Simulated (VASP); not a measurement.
# Pd (Pm-3m) in VASP: further runs

Runs on Pd. Level: revPBE. Tasks: single point.

Everything below comes from runs of VASP 6.6.1. Logs are shortened: lines on timing, memory, paths and dates and some standing lists are left out, and cuts for length are marked.

## 1. The cell of the first run

It takes space group Pm-3m (No. 221, cubic). Conventional cell: a = 2.634 Å, b = 2.634 Å, c = 2.634 Å, α = 90.00°, β = 90.00°, γ = 90.00°. Pd (site symmetry m-3m) has 6 Pd at 2.63 Å within 3.5 Å.

This isn't the form of Pd at room conditions, which is fcc.

## 2. Single point, revPBE, collinear spin (18.27 Å³/atom)

INCAR reads:

```
SYSTEM = Pd
PREC = Accurate ; ENCUT = 520
EDIFF = 1E-6 ; ISMEAR = -1
SIGMA = 0.05 ; LREAL = .False.
LASPH = .True. ; NELM = 150
ALGO = Normal ; ISIF = 2
LWAVE = .False. ; LCHARG = .False.
ISPIN = 2 ; MAGMOM = 0.5 -0.5
LORBIT = 11 ; LMAXMIX = 4
GGA = RE ; NBANDS = 21
```

KPOINTS reads:

```
Automatic mesh
0
Gamma
  12 12 12
  0 0 0
```

POSCAR reads:

```
Pd
1.0
    0.0000000000      2.6336935204      2.6336935204
    2.6336935204      0.0000000000      2.6336935204
    2.6336935204      2.6336935204      0.0000000000
Pd
2
Direct
    0.0000000000      0.0000000000      0.0000000000
    0.5000000000      0.5000000000      0.5000000000
```

Potentials or basis: VASP PAW PBE potentials, release 64 (Pd).

Run with:

```console
$ cat potpaw_PBE.64/Pd/POTCAR > POTCAR
$ mpirun -np 1 vasp_std > vasp.out
```

OUTCAR:

```text
SYSTEM = Pd
   PREC = Accurate
   ENCUT = 520
   EDIFF = 1E-6
   ISMEAR = -1
   LREAL = .False.
   LASPH = .True.
   NELM = 150
   ISIF = 2
   ISPIN = 2
   LORBIT = 11
   GGA = RE

 ion  position               nearest neighbor table
   1  0.000  0.000  0.000-   2 2.63   2 2.63   2 2.63   2 2.63   2 2.63   2 2.63
   2  0.500  0.500  0.500-   1 2.63   1 2.63   1 2.63   1 2.63   1 2.63   1 2.63

  LATTYP: Found a face centered cubic cell.
 ALAT       =     5.2673870408

  Lattice vectors:

 A1 = (   0.0000000000,   2.6336935204,   2.6336935204)
 A2 = (   2.6336935204,   0.0000000000,   2.6336935204)
 A3 = (   2.6336935204,   2.6336935204,   0.0000000000)

Analysis of symmetry for initial positions (statically):
=====================================================================
 Subroutine PRICEL returns following result:

  LATTYP: Found a simple cubic cell.
 ALAT       =     2.6336935204
[... 12 lines left out ...]
 Subroutine GETGRP returns: Found 48 space group operations
 (whereof 48 operations were pure point group operations)
 out of a pool of 48 trial point group operations.

The static configuration has the point symmetry O_h .

Analysis of symmetry for dynamics (positions and initial velocities):
=====================================================================
 Subroutine PRICEL returns following result:

  LATTYP: Found a simple cubic cell.
 ALAT       =     2.6336935204
[... 12 lines left out ...]
 Subroutine GETGRP returns: Found 48 space group operations
 (whereof 48 operations were pure point group operations)
 out of a pool of 48 trial point group operations.

The dynamic configuration has the point symmetry O_h .

Analysis of structural, dynamic, and magnetic symmetry:
=====================================================================
 Subroutine PRICEL returns following result:

  LATTYP: Found a simple cubic cell.
 ALAT       =     2.6336935204
[... 12 lines left out ...]
 Subroutine GETGRP returns: Found 48 space group operations
 (whereof 48 operations were pure point group operations)
 out of a pool of 48 trial point group operations.

The overall configuration has the point symmetry O_h .

 Subroutine INISYM returns: Found 48 space group operations
 (whereof 48 operations are pure point group operations),
 and found     2 'primitive' translations

----------------------------------------------------------------------------------------

                                     Primitive cell

  volume of cell :      18.2682

[... 108 lines left out ...]
  Fermi-wavevector in a.u.,A,eV,Ry     =   1.339192  2.530706 24.401177  1.793436
  Thomas-Fermi vector in A             =   2.467603
   LORBIT       =     11    0 simple, 1 ext, 2 COOP (PROOUT), +10 PAW based schemes
   GGA     = RE    functional components
   LHFCALC =     F    Hartree Fock is set to
   AEXX    =    0.0000 exact exchange contribution
   IVDW    =     0    specifies the selected vdW correction
   LEPSILON=     F    determine dielectric tensor
   LRPA    =     F    only Hartree local field effects (RPA)
 spin polarized calculation
  energy-cutoff  :      520.00
  volume of cell :       36.54
 maximum number of plane-waves:      1004
   NGX = 13   NGY = 13   NGZ = 13

 number of electron      19.9999992 magnetization      -0.0000000

 number of electron      19.9999992 magnetization       0.0000000

 Free energy of the ion-electron system (eV)
  ---------------------------------------------------
  ext. energy  EPLUGINS =         0.00000000
  ---------------------------------------------------
  free energy    TOTEN  =        -8.54673253 eV

  energy without entropy =       -8.51970335  energy(sigma->0) =       -8.53321794

 E-fermi :   6.9256     XC(G=0): -11.6675

 val. band max:        6.9243012310   @ k =  -0.2500   0.0833   0.0000
 cond. band min:       6.9300448988   @ k =   0.0833   0.0833   0.0000
 fundamental gap:      0.0057436678
 Fermi energy:         6.9256465229

 spin component 1

 k-point     1 :       0.0000    0.0000    0.0000
  band No.  band energies     occupation
      1       1.1994      1.00000
      2       2.6356      1.00000
      3       2.6356      1.00000
      4       3.2691      1.00000
      5       3.2691      1.00000
      6       3.2691      1.00000
[... 565 lines left out ...]
     20      27.3392      0.00000
     21      27.7691      0.00000

 [... further k-points ...]

 spin component 2

 k-point     1 :       0.0000    0.0000    0.0000
  band No.  band energies     occupation
      1       1.1994      1.00000
      2       2.6356      1.00000
      3       2.6356      1.00000
      4       3.2691      1.00000
      5       3.2691      1.00000
      6       3.2691      1.00000
[... 565 lines left out ...]
     20      27.3392      0.00000
     21      27.7691      0.00000

 [... further k-points ...]

------------------------ aborting loop because EDIFF is reached ----------------------------------------

  FORCE on cell =-STRESS in cart. coord.  units (eV):
  Direction    XX          YY          ZZ          XY          YZ          ZX
  --------------------------------------------------------------------------------------
  -------------------------------------------------------------------------------------
  Total       -0.0108866     -0.0108866     -0.0108866      0.0000000      0.0000000     -0.0000000
  in kB       -0.4773957     -0.4773957     -0.4773957      0.0000000      0.0000000     -0.0000000
  external PRESSURE =      -0.4773957 kB  Pullay stress =       0.0000000 kB

 VOLUME and BASIS-vectors are now :
 -----------------------------------------------------------------------------
  energy-cutoff  :      520.00
  volume of cell :       36.54
      direct lattice vectors                 reciprocal lattice vectors
     0.000000000  2.633693520  2.633693520    -0.189847450  0.189847450  0.189847450
     2.633693520  0.000000000  2.633693520     0.189847450 -0.189847450  0.189847450
     2.633693520  2.633693520  0.000000000     0.189847450  0.189847450 -0.189847450

 POSITION                                       TOTAL-FORCE (eV/Angst)
 -----------------------------------------------------------------------------------
      0.00000      0.00000      0.00000         0.000000     -0.000000     -0.000000
      2.63369      2.63369      2.63369        -0.000000      0.000000      0.000000
 -----------------------------------------------------------------------------------
    total drift:                                0.000000      0.000000      0.000000

  FREE ENERGIE OF THE ION-ELECTRON SYSTEM (eV)
  ---------------------------------------------------
  free  energy   TOTEN  =        -8.5467325261 eV

  energy  without entropy=       -8.5197033467  energy(sigma->0) =       -8.53321794

 total charge

# of ion       s       p       d       tot
------------------------------------------
    1        0.475   0.311   8.526   9.312
    2        0.475   0.311   8.526   9.312
--------------------------------------------------
tot          0.950   0.622  17.052  18.624

 magnetization (x)

# of ion       s       p       d       tot
------------------------------------------
    1        0.000  -0.000  -0.000   0.000
    2       -0.000   0.000   0.000  -0.000
--------------------------------------------------
tot          0.000   0.000   0.000   0.000
```

stdout:

```text
POSCAR found type information on POSCAR Pd
 POSCAR found :  1 types and       2 ions
 scaLAPACK will be used
 -----------------------------------------------------------------------------
|                                                                             |
|                                                                             |
|     You enforced a specific xc type in the INCAR file but a different       |
|     I HOPE YOU KNOW WHAT YOU ARE DOING!                                     |
|                                                                             |
 -----------------------------------------------------------------------------

 LDA part: xc-table for (Slater+PW92), standard interpolation
 POSCAR, INCAR and KPOINTS ok, starting setup
 FFT: planning ... GRIDC
 FFT: planning ... GRID_SOFT
 FFT: planning ... GRID
 WAVECAR not read
 entering main loop
```

Run time: 2.6 min. Hardware: 1 thread of Intel Xeon 8259CL, shared host; peak memory 0.22 GiB.

What came out:

```yaml
Free_energy: -8.5467 eV
Pressure: 0.0 GPa
Band_gap_on_the_k_mesh: zero (filled and empty bands overlap)
Net_moment: 0.00 μB per cell
Valence_electrons_inside_the_program's_atomic_spheres: Pd 9.31
```

Levels at points of the mesh, in eV from the Fermi level:
Spin up:
| k point | band 8 | band 9 | band 10 | band 11 | band 12 | band 13 |
| --- | --- | --- | --- | --- | --- | --- |
| (0.00, 0.00, 0.00) | 0.00 | 0.00 | 1.16 | 1.16 | 11.00 | 11.00 |
| (0.50, 0.00, 0.00) | -1.53 | -1.53 | -1.53 | 0.64 | 0.64 | 12.89 |
| (0.50, 0.50, 0.00) | -1.19 | 0.13 | 0.54 | 1.08 | 4.71 | 5.53 |
Spin down:
```
           k point  band 7  band 8  band 9  band 10  band 11  band 12  band 13  band 14
(0.00, 0.00, 0.00)    0.00    0.00    0.00     1.16     1.16    11.00    11.00    11.00
(0.50, 0.00, 0.00)   -1.53   -1.53   -1.53    -1.53     0.64     0.64    12.89    12.89
(0.50, 0.50, 0.00)   -1.19   -1.19    0.13     0.54     1.08     4.71     5.53     5.53
```

Caveat: the PAW data sets were made with another functional, which shifts forces and pressure a little.

## 3. Single point, revPBE, collinear spin (19.00 Å³/atom)

This run uses another cell than the first one, of 19.00 Å³/atom.

INCAR reads:

```
SYSTEM = Pd
PREC = Accurate
ENCUT = 520
EDIFF = 1E-6
ISMEAR = -1
SIGMA = 0.05
LREAL = .False.
LASPH = .True.
NELM = 150
ALGO = Normal
ISIF = 2
LWAVE = .False.
LCHARG = .False.
ISPIN = 2
MAGMOM = 0.5 -0.5
LORBIT = 11
LMAXMIX = 4
GGA = RE
NBANDS = 21
```

KPOINTS is that of step 2.

POSCAR reads:

```
Pd
1.0
    0.0000000000      2.6683513570      2.6683513570
    2.6683513570      0.0000000000      2.6683513570
    2.6683513570      2.6683513570      0.0000000000
Pd
2
Direct
    0.0000000000      0.0000000000      0.0000000000
    0.5000000000      0.5000000000      0.5000000000
```

Potentials or basis: VASP PAW PBE potentials, release 64 (Pd).

Run with:

```console
$ cat potpaw_PBE.64/Pd/POTCAR > POTCAR
$ mpirun -np 1 vasp_std > vasp.out
```

Run time: 2.5 min. Hardware: 1 thread of Intel Xeon 8259CL, shared host; peak memory 0.22 GiB.

The run converged. Its results:

```
Free energy                                           : -8.5288 eV
Pressure                                              : -3.9 GPa
Band gap on the k mesh                                : zero (filled and empty bands overlap)
Net moment                                            : 0.00 μB per cell
Valence electrons inside the program's atomic spheres : Pd 9.26
```

Levels at points of the mesh, in eV from the Fermi level:
Spin up:
```csv
k point,band 8,band 9,band 10,band 11,band 12,band 13
"(0.00, 0.00, 0.00)",-0.01,-0.01,1.08,1.08,10.72,10.72
"(0.50, 0.00, 0.00)",-1.44,-1.44,-1.44,0.64,0.64,12.57
"(0.50, 0.50, 0.00)",-1.12,0.11,0.65,1.00,4.50,5.47
```
Spin down:
| k point | band 6 | band 7 | band 8 | band 9 | band 10 | band 11 | band 12 | band 13 | band 14 | band 15 |
| --- | --- | --- | --- | --- | --- | --- | --- | --- | --- | --- |
| (0.00, 0.00, 0.00) | -3.43 | -0.01 | -0.01 | -0.01 | 1.08 | 1.08 | 10.72 | 10.72 | 10.72 | 11.13 |
| (0.50, 0.00, 0.00) | -2.23 | -1.44 | -1.44 | -1.44 | -1.44 | 0.64 | 0.64 | 12.57 | 12.57 | 12.57 |
| (0.50, 0.50, 0.00) | -1.38 | -1.12 | -1.12 | 0.11 | 0.65 | 1.00 | 4.50 | 5.47 | 5.47 | 10.72 |

Caveat: the cell stands under tension; the PAW data sets were made with another functional, which shifts forces and pressure a little.

## 4. Single point, revPBE, collinear spin (19.73 Å³/atom)

This run uses another cell than the first one, of 19.73 Å³/atom.

INCAR reads:

```
PREC = Accurate ; ENCUT = 520
EDIFF = 1E-6 ; ISMEAR = -1
SIGMA = 0.05 ; LREAL = F
LASPH = T ; NELM = 150
ALGO = Normal ; ISIF = 2
LWAVE = F ; LCHARG = F
ISPIN = 2 ; MAGMOM = 0.5 -0.5
LORBIT = 11 ; LMAXMIX = 4
GGA = RE ; NBANDS = 21
```

KPOINTS reads:

```
regular mesh
0
Gamma
  12 12 12
```

POSCAR reads:

```
Pd
1.0
    0.0000000000      2.7021315425      2.7021315425
    2.7021315425      0.0000000000      2.7021315425
    2.7021315425      2.7021315425      0.0000000000
Pd
2
Direct
    0.0000000000      0.0000000000      0.0000000000
    0.5000000000      0.5000000000      0.5000000000
```

Run with:

```console
$ cat potpaw_PBE.64/Pd/POTCAR > POTCAR
$ mpirun -np 1 vasp_std > vasp.out
```

It took 2.2 min on 1 thread of Intel Xeon 8259CL, shared host; peak memory 0.23 GiB.

Results (log left out):

| Quantity | Value |
| --- | --- |
| Free energy | -8.4803 eV |
| Pressure | -6.8 GPa |
| Band gap on the k mesh | zero (filled and empty bands overlap) |
| Net moment | 0.00 μB per cell |
| Valence electrons inside the program's atomic spheres | Pd 9.21 |

Levels at points of the mesh, in eV from the Fermi level:
Spin up:
| k point | band 8 | band 9 | band 10 | band 11 | band 12 | band 13 |
| --- | --- | --- | --- | --- | --- | --- |
| (0.00, 0.00, 0.00) | -0.02 | -0.02 | 1.00 | 1.00 | 10.46 | 10.46 |
| (0.50, 0.00, 0.00) | -1.36 | -1.36 | -1.36 | 0.64 | 0.64 | 12.26 |
| (0.50, 0.50, 0.00) | -1.06 | 0.09 | 0.76 | 0.93 | 4.31 | 5.42 |
Spin down:
| k point | band 8 | band 9 | band 10 | band 11 | band 12 | band 13 |
| --- | --- | --- | --- | --- | --- | --- |
| (0.00, 0.00, 0.00) | -0.02 | -0.02 | 1.00 | 1.00 | 10.46 | 10.46 |
| (0.50, 0.00, 0.00) | -1.36 | -1.36 | -1.36 | 0.64 | 0.64 | 12.26 |
| (0.50, 0.50, 0.00) | -1.06 | 0.09 | 0.76 | 0.93 | 4.31 | 5.42 |

Caveat: the cell stands under tension; the PAW data sets were made with another functional, which shifts forces and pressure a little.

## 5. Summary

| cell | gap on the mesh (eV) | pressure (GPa) | moment (μB) |
| --- | --- | --- | --- |
| a = 3.725 Å, angles 60.0°, 2 atoms | none | 0.0 | 0.00 |
| a = 3.774 Å, angles 60.0°, 2 atoms | none | -3.9 | 0.00 |
| a = 3.821 Å, angles 60.0°, 2 atoms | none | -6.8 | 0.00 |

Alike in all rows: task single point; level revPBE; potentials or basis VASP PAW PBE potentials, release 64 (Pd); spin collinear; k mesh 12 × 12 × 12; cutoff (eV) 520; smearing fermi-dirac 0.05 eV.

Caveats: the PAW data sets were made with another functional, which shifts forces and pressure a little; the cell stands under tension (at least some runs).

Absolute energies hang on the potentials; compare differences alone.
